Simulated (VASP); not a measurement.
# Hf4Cl3 (Cmmm) in VASP: single point with PBE

Aim: the single point of Hf4Cl3 with PBE.

All numbers are computed with VASP 6.6.1; they aren't measurements. Logs are shortened: lines on timing, memory, paths and dates and some standing lists are left out, and cuts for length are marked.

**1. The cell of the first run**

The structure is orthorhombic, space group Cmmm (No. 65). The conventional cell has a = 6.987 Å, b = 9.187 Å, c = 5.893 Å, α = 90.00°, β = 90.00°, γ = 90.00°. Hf (site symmetry m) has 3 Cl at 2.53 to 2.65 Å and 3 Hf at 2.78 to 3.12 Å within 3.3 Å. Within 3.5 Å of Cl (site symmetry m2m) lie 4 Hf at 2.65 Å and 2 Cl at 3.05 to 3.09 Å. Cl (site symmetry mmm) has 4 Hf at 2.53 Å and 2 Cl at 3.05 Å within 3.3 Å.

The cell was built from a structure type or drawn by symmetry, and may not be a known phase.

**2. Single point, PBE**

File INCAR:

```
SYSTEM = Hf4Cl3
PREC     = Accurate       ! precision mode
ENCUT    = 500            ! plane-wave cutoff, eV
EDIFF    = 1E-6           ! SCF threshold, eV
ISMEAR   = 0              ! smearing method
SIGMA    = 0.2            ! smearing width, eV
LREAL    = .FALSE.        ! projectors in reciprocal space
LASPH    = .TRUE.         ! aspherical terms in the spheres
NELM     = 120            ! most SCF steps
ALGO     = Normal         ! electronic algorithm
ISIF     = 2              ! what is computed and relaxed
LWAVE    = .FALSE.        ! write WAVECAR
LCHARG   = .FALSE.        ! write CHGCAR
GGA      = PE             ! functional
NBANDS   = 40             ! bands
GGA_COMPAT= .FALSE.
```

File KPOINTS:

```
Automatic mesh
0
G
  4 4 3
  0 0 0
```

File POSCAR:

```
Hf4Cl3
1.0
    3.4935622987     -4.5935651661      0.0000000000
    3.4935622987      4.5935651661      0.0000000000
    0.0000000000      0.0000000000      5.8932851997
Hf Cl
4 3
Direct
    0.7140738877      0.7140738877      0.2356313859
    0.2859261123      0.2859261123      0.2356313859
    0.2859261123      0.2859261123      0.7643686141
    0.7140738877      0.7140738877      0.7643686141
    0.6680669307      0.3319330693      0.5000000000
    0.3319330693      0.6680669307      0.5000000000
    0.0000000000      0.0000000000      0.5000000000
```

Potentials or basis: VASP PAW PBE potentials, release 64 (Hf_pv, Cl).

Launch:

```bash
$ cat potpaw_PBE.64/Hf_pv/POTCAR potpaw_PBE.64/Cl/POTCAR > POTCAR
$ mpirun -np 1 vasp_std > vasp.out
```

OUTCAR:

```text
SYSTEM = Hf4Cl3
   PREC = Accurate
   ENCUT = 500
   EDIFF = 1E-6
   ISMEAR = 0
   LREAL = .FALSE.
   LASPH = .TRUE.
   NELM = 120
   ISIF = 2
   GGA = PE

 ion  position               nearest neighbor table
   1  0.714  0.714  0.236-   7 2.53   6 2.65   5 2.65   4 2.78   2 2.99   4 3.12
   2  0.286  0.286  0.236-   7 2.53   6 2.65   5 2.65   3 2.78   1 2.99   3 3.12
   3  0.286  0.286  0.764-   7 2.53   6 2.65   5 2.65   2 2.78   4 2.99   2 3.12
   4  0.714  0.714  0.764-   7 2.53   6 2.65   5 2.65   1 2.78   3 2.99   1 3.12
   5  0.668  0.332  0.500-   1 2.65   2 2.65   3 2.65   4 2.65
   6  0.332  0.668  0.500-   1 2.65   2 2.65   3 2.65   4 2.65
   7  0.000  0.000  0.500-   1 2.53   2 2.53   3 2.53   4 2.53

  LATTYP: Found a base centered orthorhombic cell.
 ALAT       =     6.9871245974
 B/A-ratio  =     1.3148656796
 C/A-ratio  =     0.8434492784

  Lattice vectors:

 A1 = (   3.4935622987,  -4.5935651661,   0.0000000000)
 A2 = (   3.4935622987,   4.5935651661,   0.0000000000)
 A3 = (   0.0000000000,   0.0000000000,   5.8932851997)

Analysis of symmetry for initial positions (statically):
=====================================================================
 Subroutine PRICEL returns:
 Original cell was already a primitive cell.

 Routine SETGRP: Setting up the symmetry group for a
 base centered orthorhombic supercell.

 Subroutine GETGRP returns: Found  8 space group operations
 (whereof  8 operations were pure point group operations)
 out of a pool of  8 trial point group operations.

The static configuration has the point symmetry D_2h.

Analysis of symmetry for dynamics (positions and initial velocities):
=====================================================================
 Subroutine PRICEL returns:
 Original cell was already a primitive cell.

 Routine SETGRP: Setting up the symmetry group for a
 base centered orthorhombic supercell.

 Subroutine GETGRP returns: Found  8 space group operations
 (whereof  8 operations were pure point group operations)
 out of a pool of  8 trial point group operations.

The dynamic configuration has the point symmetry D_2h.

 Subroutine INISYM returns: Found  8 space group operations
 (whereof  8 operations are pure point group operations),
 and found     1 'primitive' translations

----------------------------------------------------------------------------------------

                                     Primitive cell

  volume of cell :     189.1498

  direct lattice vectors                    reciprocal lattice vectors
     3.493562299 -4.593565166  0.000000000     0.143120390 -0.108847917  0.000000000
     3.493562299  4.593565166  0.000000000     0.143120390  0.108847917  0.000000000
     0.000000000  0.000000000  5.893285200     0.000000000  0.000000000  0.169684644

  length of vectors
     5.771119343  5.771119343  5.893285200     0.179809108  0.179809108  0.169684644

  position of ions in fractional coordinates (direct lattice)
     0.714073888  0.714073888  0.235631386
     0.285926112  0.285926112  0.235631386
     0.285926112  0.285926112  0.764368614
     0.714073888  0.714073888  0.764368614
     0.668066931  0.331933069  0.500000000
     0.331933069  0.668066931  0.500000000
     0.000000000  0.000000000  0.500000000

  ion indices of the primitive-cell ions
   primitive index   ion index
                 1           1
                 2           2
                 3           3
                 4           4
                 5           5
                 6           6
                 7           7

----------------------------------------------------------------------------------------

 KPOINTS: Automatic mesh

Automatic generation of k-mesh.
 Grid dimensions read from file:
 generate k-points for:    4    4    3

 Generating k-lattice:

  Cartesian coordinates                     Fractional coordinates (reciprocal lattice)
     0.035780098 -0.027211979  0.000000000     0.250000000  0.000000000  0.000000000
     0.035780098  0.027211979  0.000000000     0.000000000  0.250000000  0.000000000
     0.000000000  0.000000000  0.056561548     0.000000000  0.000000000  0.333333333

  Length of vectors
     0.044952277  0.044952277  0.056561548

  Shift w.r.t. Gamma in fractional coordinates (k-lattice)
     0.000000000  0.000000000  0.000000000

 Subroutine IBZKPT returns following result:
 ===========================================

 Found     14 irreducible k-points:

 Following reciprocal coordinates:
            Coordinates               Weight
  0.000000  0.000000  0.000000      1.000000
  0.250000  0.000000  0.000000      4.000000
  0.500000  0.000000  0.000000      2.000000
  0.250000  0.250000  0.000000      2.000000
  0.500000  0.250000  0.000000      4.000000
 -0.250000  0.250000  0.000000      2.000000
  0.500000  0.500000  0.000000      1.000000
  0.000000  0.000000  0.333333      2.000000
  0.250000  0.000000  0.333333      8.000000
  0.500000  0.000000  0.333333      4.000000
  0.250000  0.250000  0.333333      4.000000
  0.500000  0.250000  0.333333      8.000000
 -0.250000  0.250000  0.333333      4.000000
  0.500000  0.500000  0.333333      2.000000
   k-points           NKPTS =     14   k-points in BZ     NKDIM =     14   number of bands    NBANDS=     40
   number of dos      NEDOS =    301   number of ions     NIONS =      7
   total plane-waves  NPLWV =  84672
   dimension x,y,z NGX =    42 NGY =   42 NGZ =   48
   dimension x,y,z NGXF=    84 NGYF=   84 NGZF=   96
   ions per type =               4   3
   NGX,Y,Z   is equivalent  to a cutoff of  12.10, 12.10, 13.54 a.u.
   NGXF,Y,Z  is equivalent  to a cutoff of  24.20, 24.20, 27.08 a.u.
 SYSTEM =  Hf4Cl3
   PREC   = accura    normal or accurate (medium, high low for compatibility)
   ISTART =      0    job   : 0-new  1-cont  2-samecut
   ICHARG =      2    charge: 1-file 2-atom 10-const
   ISPIN  =      1    spin polarized calculation?
   LNONCOLLINEAR =      F non collinear calculations
   LSORBIT =      F    spin-orbit coupling
   LASPH  =      T    aspherical Exc in radial PAW
   ENCUT  =  500.0 eV  36.75 Ry    6.06 a.u.  10.52 10.52 10.74*2*pi/ulx,y,z
   NELM   =    120;   NELMIN=  2; NELMDL= -5     # of ELM steps
   EDIFF  = 0.1E-05   stopping-criterion for ELM
   LREAL  =      F    real-space projection
   EDIFFG = 0.1E-04   stopping-criterion for IOM
   NSW    =      0    number of steps for IOM
   IBRION =     -1    ionic relax: 0-MD 1-quasi-New 2-CG
   NFREE  =      0    steps in history (QN), initial steepest desc. (CG)
   ISIF   =      2    stress and relaxation
   ISYM   =      2    0-nonsym 1-usesym 2-fastsym
   POTIM  = 0.5000    time-step for ionic-motion
   TEBEG  =    0.0;   TEEND  =   0.0 temperature during run
   PSTRESS=    0.0 pullay stress
   NELECT =      61.0000    total number of electrons
   NUPDOWN=      -1.0000    fix difference up-down
   EMIN   =  10.00;   EMAX   =-10.00  energy-range for DOS
   EFERMI =   0.00;   METHOD = LEGACY
   ISMEAR =     0;   SIGMA  =   0.20  broadening in eV -4-tet -1-fermi 0-gaus
   EFERMI_NEDOS =   21; number of points for ismear=-14 and -15
   IALGO  =     38    algorithm
   IMIX   =      4    mixing-type and parameters
     AMIX     =   0.40;   BMIX     =  1.00
     AMIX_MAG =   1.60;   BMIX_MAG =  1.00
  volume/ion in A,a.u.               =      27.02       182.35
  Fermi-wavevector in a.u.,A,eV,Ry     =   1.122663  2.121526 17.148412  1.260373
  Thomas-Fermi vector in A             =   2.259325
   LORBIT       =      0    0 simple, 1 ext, 2 COOP (PROOUT), +10 PAW based schemes
   GGA     = PE    functional components
   LHFCALC =     F    Hartree Fock is set to
   AEXX    =    0.0000 exact exchange contribution
   IVDW    =     0    specifies the selected vdW correction
   LEPSILON=     F    determine dielectric tensor
   LRPA    =     F    only Hartree local field effects (RPA)
 non-spin polarized calculation
 Gauss-broadening in eV      SIGMA  =   0.20
  energy-cutoff  :      500.00
  volume of cell :      189.15
 maximum number of plane-waves:      4824
   NGX = 21   NGY = 21   NGZ = 21

 number of electron      60.9999984 magnetization

 Free energy of the ion-electron system (eV)
  ---------------------------------------------------
  ext. energy  EPLUGINS =         0.00000000
  ---------------------------------------------------
  free energy    TOTEN  =       -42.53035987 eV

  energy without entropy =      -42.39064476  energy(sigma->0) =      -42.46050232

 E-fermi :   3.9484     XC(G=0):  -9.3313

 val. band max:        3.9317525964   @ k =   0.5000   0.5000   0.3333
 cond. band min:       3.9510526359   @ k =   0.2500   0.0000   0.0000
 fundamental gap:      0.0193000396
 Fermi energy:         3.9484388487

 k-point     1 :       0.0000    0.0000    0.0000
  band No.  band energies     occupation
      1     -27.8742      2.00000
      2     -27.8073      2.00000
      3     -27.7840      2.00000
      4     -27.7715      2.00000
      5     -27.7599      2.00000
      6     -27.6962      2.00000
[... 32 lines left out ...]
     39       6.1267      0.00000
     40       6.5609      0.00000

 k-point     2 :       0.2500    0.0000    0.0000
  band No.  band energies     occupation
      1     -27.8707      2.00000
      2     -27.8080      2.00000
      3     -27.7790      2.00000
      4     -27.7627      2.00000
      5     -27.7595      2.00000
      6     -27.6967      2.00000
[... 32 lines left out ...]
     39       5.7523      0.00000
     40       6.2940      0.00000

 k-point     3 :       0.5000    0.0000    0.0000
  band No.  band energies     occupation
      1     -27.8673      2.00000
      2     -27.8087      2.00000
      3     -27.7802      2.00000
      4     -27.7591      2.00000
      5     -27.7457      2.00000
      6     -27.6972      2.00000
[... 423 lines left out ...]
  band No.  band energies     occupation
      1     -27.7955      2.00000
      2     -27.7861      2.00000
      3     -27.7371      2.00000
      4     -27.7236      2.00000
      5     -27.7144      2.00000
      6     -27.6760      2.00000
[... 32 lines left out ...]
     39       5.7034      0.00000
     40       6.2791      0.00000

 k-point    14 :       0.5000    0.5000    0.3333
  band No.  band energies     occupation
      1     -27.7959      2.00000
      2     -27.7890      2.00000
      3     -27.7346      2.00000
      4     -27.7262      2.00000
      5     -27.7148      2.00000
      6     -27.6738      2.00000
[... 32 lines left out ...]
     39       5.7900      0.00000
     40       6.1933      0.00000

------------------------ aborting loop because EDIFF is reached ----------------------------------------

  FORCE on cell =-STRESS in cart. coord.  units (eV):
  Direction    XX          YY          ZZ          XY          YZ          ZX
  --------------------------------------------------------------------------------------
  -------------------------------------------------------------------------------------
  Total        0.2553697     -0.1988534     -0.5885594      0.0000000      0.0000000      0.0000000
  in kB        2.1630874     -1.6843712     -4.9853435      0.0000000      0.0000000      0.0000000
  external PRESSURE =      -1.5022091 kB  Pullay stress =       0.0000000 kB

 VOLUME and BASIS-vectors are now :
 -----------------------------------------------------------------------------
  energy-cutoff  :      500.00
  volume of cell :      189.15
      direct lattice vectors                 reciprocal lattice vectors
     3.493562299 -4.593565166  0.000000000     0.143120390 -0.108847917  0.000000000
     3.493562299  4.593565166  0.000000000     0.143120390  0.108847917  0.000000000
     0.000000000  0.000000000  5.893285200     0.000000000  0.000000000  0.169684644

 POSITION                                       TOTAL-FORCE (eV/Angst)
 -----------------------------------------------------------------------------------
      4.98932      0.00000      1.38864        -0.027225      0.000000     -0.000440
      1.99780      0.00000      1.38864         0.027225      0.000000     -0.000440
      1.99780      0.00000      4.50464         0.027225      0.000000      0.000440
      4.98932      0.00000      4.50464        -0.027225      0.000000      0.000440
      3.49356     -1.54405      2.94664         0.000000      0.079144      0.000000
      3.49356      1.54405      2.94664         0.000000     -0.079144      0.000000
      0.00000      0.00000      2.94664         0.000000      0.000000      0.000000
 -----------------------------------------------------------------------------------
    total drift:                                0.000000      0.000000     -0.000000

  FREE ENERGIE OF THE ION-ELECTRON SYSTEM (eV)
  ---------------------------------------------------
  free  energy   TOTEN  =       -42.5303598739 eV

  energy  without entropy=      -42.3906447648  energy(sigma->0) =      -42.46050232
```

Run time: 54 s. Hardware: 1 thread of Intel Xeon 6975P-C (Granite Rapids), shared host; peak memory 0.3 GiB.

Results:

* Free energy: -42.5304 eV
* Pressure: -0.2 GPa
* Largest force: 0.079 eV/Å
* Band gap on the k mesh: zero (an odd number of electrons rules out a gap without spin polarisation)

Forces on the atoms (eV/Å):
```
Hf  -0.027  0.000  0.000
Hf   0.027  0.000  0.000
Hf   0.027  0.000  0.000
Hf  -0.027  0.000  0.000
Cl   0.000  0.079  0.000
Cl   0.000 -0.079  0.000
Cl   0.000  0.000  0.000
```

Stress tensor (GPa, compression positive):
```
 0.22  0.00  0.00
 0.00 -0.17  0.00
 0.00  0.00 -0.50
```

Caveat: spin-orbit coupling is left out, which moves the levels of the heavy elements; an odd number of electrons without spin polarisation forces a metal; a magnetic or distorted state may lie lower.
